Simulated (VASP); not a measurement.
# TePb (Fm-3m) in VASP: notebook, part 2 of 2

VASP 6.6.1. Earlier steps stand in the parts before.

**4. Single point, PBE (strain -4.0%)**

Contents of INCAR:

```
SYSTEM = TePb
PREC = Accurate ; ENCUT = 520
EDIFF = 1E-7 ; ISMEAR = -1
SIGMA = 0.02 ; LREAL = .FALSE.
LASPH = .TRUE. ; NELM = 100
ALGO = Normal ; ISIF = 2
LWAVE = .FALSE. ; LCHARG = .FALSE.
GGA = PE ; NBANDS = 17
```

Contents of KPOINTS:

```
Automatic mesh
0
G
  8 8 8
  0 0 0
```

Contents of POSCAR:

```
TePb
1.0
    0.0000000000      3.1371233749      3.1371233749
    3.1371233749      0.0000000000      3.1371233749
    3.1371233749      3.1371233749      0.0000000000
Pb Te
1 1
Direct
    0.0000000000      0.0000000000      0.0000000000
    0.5000000000      0.5000000000      0.5000000000
```

Potentials or basis: VASP PAW PBE potentials, release 64 (Pb_d, Te).

Run with:

```bash
cat potpaw_PBE.64/Pb_d/POTCAR potpaw_PBE.64/Te/POTCAR > POTCAR
mpirun -np 1 vasp_std > vasp.out
```

OUTCAR:

```text
SYSTEM = TePb
   PREC = Accurate
   ENCUT = 520
   EDIFF = 1E-7
   ISMEAR = -1
   LREAL = .FALSE.
   LASPH = .TRUE.
   NELM = 100
   ISIF = 2
   GGA = PE

 ion  position               nearest neighbor table
   1  0.000  0.000  0.000-   2 3.14   2 3.14   2 3.14   2 3.14   2 3.14   2 3.14
   2  0.500  0.500  0.500-   1 3.14   1 3.14   1 3.14   1 3.14   1 3.14   1 3.14

  LATTYP: Found a face centered cubic cell.
 ALAT       =     6.2742467498

  Lattice vectors:

 A1 = (   0.0000000000,   3.1371233749,   3.1371233749)
 A2 = (   3.1371233749,   0.0000000000,   3.1371233749)
 A3 = (   3.1371233749,   3.1371233749,   0.0000000000)

Analysis of symmetry for initial positions (statically):
=====================================================================
 Subroutine PRICEL returns:
 Original cell was already a primitive cell.

 Routine SETGRP: Setting up the symmetry group for a
 face centered cubic supercell.

 Subroutine GETGRP returns: Found 48 space group operations
 (whereof 48 operations were pure point group operations)
 out of a pool of 48 trial point group operations.

[... 159 lines left out ...]

  energy without entropy =       -7.34058103  energy(sigma->0) =       -7.34058104

 E-fermi :   7.1216     XC(G=0):  -9.7051

 val. band max:        6.8618480758   @ k =   0.5000   0.0000   0.0000
 cond. band min:       7.3814362000   @ k =   0.5000   0.0000   0.0000
 fundamental gap:      0.5195881242
 Fermi energy:         7.1216238356

 k-point     1 :       0.0000    0.0000    0.0000
  band No.  band energies     occupation
      1     -10.0721      2.00000
      2     -10.0721      2.00000
      3     -10.0552      2.00000
      4     -10.0552      2.00000
      5     -10.0552      2.00000
      6      -5.9760      2.00000
[... 457 lines left out ...]
      4     -10.0387      2.00000
      5     -10.0266      2.00000
      6      -4.0419      2.00000
[... 9 lines left out ...]
     16      16.6652      0.00000
     17      17.0141      0.00000

 [... further k-points ...]

------------------------ aborting loop because EDIFF is reached ----------------------------------------

  FORCE on cell =-STRESS in cart. coord.  units (eV):
  Direction    XX          YY          ZZ          XY          YZ          ZX
  --------------------------------------------------------------------------------------
  -------------------------------------------------------------------------------------
  Total        2.7852920      2.7852920      2.7852920     -0.0000000     -0.0000000      0.0000000
  in kB       72.2697450     72.2697450     72.2697450     -0.0000000     -0.0000000      0.0000000
  external PRESSURE =      72.2697450 kB  Pullay stress =       0.0000000 kB

 VOLUME and BASIS-vectors are now :
 -----------------------------------------------------------------------------
  energy-cutoff  :      520.00
  volume of cell :       61.75
      direct lattice vectors                 reciprocal lattice vectors
     0.000000000  3.137123375  3.137123375    -0.159381682  0.159381682  0.159381682
     3.137123375  0.000000000  3.137123375     0.159381682 -0.159381682  0.159381682
     3.137123375  3.137123375  0.000000000     0.159381682  0.159381682 -0.159381682

 POSITION                                       TOTAL-FORCE (eV/Angst)
 -----------------------------------------------------------------------------------
      0.00000      0.00000      0.00000         0.000000      0.000000      0.000000
      3.13712      3.13712      3.13712        -0.000000      0.000000     -0.000000
 -----------------------------------------------------------------------------------
    total drift:                               -0.000000      0.000000      0.000000

  FREE ENERGIE OF THE ION-ELECTRON SYSTEM (eV)
  ---------------------------------------------------
  free  energy   TOTEN  =        -7.3405810516 eV

  energy  without entropy=       -7.3405810316  energy(sigma->0) =       -7.34058104
```

OSZICAR:

```text
N       E                     dE             d eps       ncg     rms          rms(c)
DAV:   1     0.156207267505E+03    0.15621E+03   -0.92719E+03   986   0.116E+03
DAV:   2     0.321046953810E+01   -0.15300E+03   -0.14830E+03  1066   0.302E+02
DAV:   3    -0.715618886173E+01   -0.10367E+02   -0.10297E+02  1284   0.844E+01
DAV:   4    -0.742052494619E+01   -0.26434E+00   -0.26420E+00  1265   0.148E+01
DAV:   5    -0.743051014095E+01   -0.99852E-02   -0.99850E-02  1442   0.255E+00    0.416E+00
DAV:   6    -0.734261481459E+01    0.87895E-01   -0.17965E-01  1440   0.330E+00    0.259E+00
DAV:   7    -0.733961421601E+01    0.30006E-02   -0.72195E-02  1294   0.142E+00    0.910E-01
DAV:   8    -0.734050051174E+01   -0.88630E-03   -0.83901E-03  1242   0.925E-01    0.170E-01
DAV:   9    -0.734055784434E+01   -0.57333E-04   -0.59489E-04  1472   0.291E-01    0.482E-02
DAV:  10    -0.734057547237E+01   -0.17628E-04   -0.77467E-05  1161   0.722E-02    0.185E-02
DAV:  11    -0.734058175017E+01   -0.62778E-05   -0.31131E-05  1239   0.498E-02    0.210E-02
DAV:  12    -0.734058152030E+01    0.22986E-06   -0.21082E-06  1160   0.859E-03    0.139E-02
DAV:  13    -0.734058082275E+01    0.69755E-06   -0.61356E-07  1249   0.568E-03    0.575E-03
DAV:  14    -0.734058099439E+01   -0.17164E-06   -0.40077E-07  1148   0.646E-03    0.151E-03
DAV:  15    -0.734058105160E+01   -0.57214E-07   -0.49122E-08   621   0.143E-03
   1 F= -.73405811E+01 E0= -.73405810E+01  d E =-.199694E-07
```

Run time: 32 s. Hardware: 1 thread of AMD EPYC 7R13, shared host; peak memory 0.22 GiB.

Results:

| Item | Value |
| --- | --- |
| Free energy | -7.3406 eV |
| Pressure | 7.2 GPa |
| Band gap on the k mesh | 0.52 eV, direct |

Caveat: the cell differs from its parent crystal (strain -4.0%); spin-orbit coupling is left out, which moves the levels of the heavy elements.

**5. Single point, PBE (strain -3.0%)**

Contents of INCAR:

```
PREC = Accurate ; ENCUT = 520
EDIFF = 1E-6 ; ISMEAR = -1
SIGMA = 0.02 ; LREAL = F
LASPH = T ; NELM = 80
ALGO = Normal ; ISIF = 2
LWAVE = F ; LCHARG = F
GGA = PE ; NBANDS = 17
```

Contents of KPOINTS:

```
regular mesh
0
Gamma
  8 8 8
```

Contents of POSCAR:

```
TePb
1.0
    0.0000000000      3.1698017434      3.1698017434
    3.1698017434      0.0000000000      3.1698017434
    3.1698017434      3.1698017434      0.0000000000
Pb Te
1 1
Direct
    0.0000000000      0.0000000000      0.0000000000
    0.5000000000      0.5000000000      0.5000000000
```

Run with:

```bash
cat potpaw_PBE.64/Pb_d/POTCAR potpaw_PBE.64/Te/POTCAR > POTCAR
mpirun -np 1 vasp_std > vasp.out
```

Run time: 28 s. Hardware: 1 thread of AMD EPYC 7R13, shared host; peak memory 0.22 GiB.

The run converged. Its results:

| Item | Value |
| --- | --- |
| Free energy | -7.4164 eV |
| Pressure | 5.2 GPa |
| Band gap on the k mesh | 0.60 eV, direct |

Levels at points of the mesh, in eV from the valence-band top:
```tsv
k point	band 8	band 9	band 10	band 11	band 12	band 13
(0.00, 0.00, 0.00)	-1.59	-1.59	-1.59	4.12	4.12	4.12
(0.50, 0.00, 0.00)	-1.09	-1.09	0.00	0.60	1.10	1.10
(0.50, 0.50, 0.00)	-4.99	-3.17	-3.17	3.01	5.67	5.67
```

Caveat: the cell differs from its parent crystal (strain -3.0%); spin-orbit coupling is left out, which moves the levels of the heavy elements.

**6. Single point, PBE (strain -2.0%)**

Contents of INCAR:

```
  PREC = Accurate
  ENCUT = 520
  EDIFF = 1E-7
  ISMEAR = -1
  SIGMA = 0.02
  LREAL = False
  LASPH = True
  NELM = 80
  ALGO = Normal
  ISIF = 2
  LWAVE = False
  LCHARG = False
  GGA = PE
  NBANDS = 17
```

KPOINTS is that of step 5.

Contents of POSCAR:

```
TePb
1.0
    0.0000000000      3.2024801118      3.2024801118
    3.2024801118      0.0000000000      3.2024801118
    3.2024801118      3.2024801118      0.0000000000
Pb Te
1 1
Direct
    0.0000000000      0.0000000000      0.0000000000
    0.5000000000      0.5000000000      0.5000000000
```

Potentials or basis: VASP PAW PBE potentials, release 64 (Pb_d, Te).

Run with:

```bash
cat potpaw_PBE.64/Pb_d/POTCAR potpaw_PBE.64/Te/POTCAR > POTCAR
mpirun -np 1 vasp_std > vasp.out
```

OUTCAR:

```text
PREC = Accurate
   ENCUT = 520
   EDIFF = 1E-7
   ISMEAR = -1
   LREAL = False
   LASPH = True
   NELM = 80
   ISIF = 2
   GGA = PE

 ion  position               nearest neighbor table
   1  0.000  0.000  0.000-   2 3.20   2 3.20   2 3.20   2 3.20   2 3.20   2 3.20
   2  0.500  0.500  0.500-   1 3.20   1 3.20   1 3.20   1 3.20   1 3.20   1 3.20

  LATTYP: Found a face centered cubic cell.
 ALAT       =     6.4049602236

  Lattice vectors:

 A1 = (   0.0000000000,   3.2024801118,   3.2024801118)
 A2 = (   3.2024801118,   0.0000000000,   3.2024801118)
 A3 = (   3.2024801118,   3.2024801118,   0.0000000000)

Analysis of symmetry for initial positions (statically):
=====================================================================
 Subroutine PRICEL returns:
 Original cell was already a primitive cell.

 Routine SETGRP: Setting up the symmetry group for a
 face centered cubic supercell.

 Subroutine GETGRP returns: Found 48 space group operations
 (whereof 48 operations were pure point group operations)
 out of a pool of 48 trial point group operations.

The static configuration has the point symmetry O_h .
[... 158 lines left out ...]

  energy without entropy =       -7.47038891  energy(sigma->0) =       -7.47038891

 E-fermi :   6.3217     XC(G=0):  -9.4207

 val. band max:        5.9831594177   @ k =   0.5000   0.0000   0.0000
 cond. band min:       6.6590626260   @ k =   0.5000   0.0000   0.0000
 fundamental gap:      0.6759032083
 Fermi energy:         6.3216935962

 k-point     1 :       0.0000    0.0000    0.0000
  band No.  band energies     occupation
      1     -10.7942      2.00000
      2     -10.7942      2.00000
      3     -10.7829      2.00000
      4     -10.7829      2.00000
      5     -10.7829      2.00000
      6      -6.2701      2.00000
[... 457 lines left out ...]
      4     -10.7698      2.00000
      5     -10.7606      2.00000
      6      -4.5550      2.00000
[... 9 lines left out ...]
     16      15.7885      0.00000
     17      16.1107      0.00000

 [... further k-points ...]

------------------------ aborting loop because EDIFF is reached ----------------------------------------

  FORCE on cell =-STRESS in cart. coord.  units (eV):
  Direction    XX          YY          ZZ          XY          YZ          ZX
  --------------------------------------------------------------------------------------
  -------------------------------------------------------------------------------------
  Total        1.4124937      1.4124937      1.4124937      0.0000000     -0.0000000     -0.0000000
  in kB       34.4514712     34.4514712     34.4514712      0.0000000     -0.0000000     -0.0000000
  external PRESSURE =      34.4514712 kB  Pullay stress =       0.0000000 kB

 VOLUME and BASIS-vectors are now :
 -----------------------------------------------------------------------------
  energy-cutoff  :      520.00
  volume of cell :       65.69
      direct lattice vectors                 reciprocal lattice vectors
     0.000000000  3.202480112  3.202480112    -0.156128995  0.156128995  0.156128995
     3.202480112  0.000000000  3.202480112     0.156128995 -0.156128995  0.156128995
     3.202480112  3.202480112  0.000000000     0.156128995  0.156128995 -0.156128995

 POSITION                                       TOTAL-FORCE (eV/Angst)
 -----------------------------------------------------------------------------------
      0.00000      0.00000      0.00000         0.000000      0.000000      0.000000
      3.20248      3.20248      3.20248         0.000000      0.000000     -0.000000
 -----------------------------------------------------------------------------------
    total drift:                               -0.000000      0.000000      0.000000

  FREE ENERGIE OF THE ION-ELECTRON SYSTEM (eV)
  ---------------------------------------------------
  free  energy   TOTEN  =        -7.4703889060 eV

  energy  without entropy=       -7.4703889054  energy(sigma->0) =       -7.47038891
```

Run time: 28 s. Hardware: 1 thread of AMD EPYC 7R13, shared host; peak memory 0.21 GiB.

What came out:

```
Free energy            : -7.4704 eV
Pressure               : 3.4 GPa
Band gap on the k mesh : 0.68 eV, direct
```

Caveat: the cell differs from its parent crystal (strain -2.0%); spin-orbit coupling is left out, which moves the levels of the heavy elements. A k mesh can miss the band edges.

**7. The runs side by side**

```csv
cell,k mesh,smearing,gap on the mesh (eV),pressure (GPa)
"a = 4.760 Å, angles 60.0°, 2 atoms",4 × 4 × 4,gaussian 0.01 eV,0.94,-2.4
"a = 4.806 Å, angles 60.0°, 2 atoms",4 × 4 × 4,gaussian 0.01 eV,0.98,-3.2
"a = 4.437 Å, angles 60.0°, 2 atoms",8 × 8 × 8,fermi-dirac 0.02 eV,0.52,7.2
"a = 4.483 Å, angles 60.0°, 2 atoms",8 × 8 × 8,fermi-dirac 0.02 eV,0.60,5.2
"a = 4.529 Å, angles 60.0°, 2 atoms",8 × 8 × 8,fermi-dirac 0.02 eV,0.68,3.4
```

Alike in all rows: task single point; level PBE; potentials or basis VASP PAW PBE potentials, release 64 (Pb_d, Te); no spin polarisation; cutoff (eV) 520.

Caveats: spin-orbit coupling is left out, which moves the levels of the heavy elements.

Total energies depend on the potentials used, so only differences within one code and one set of settings carry meaning.
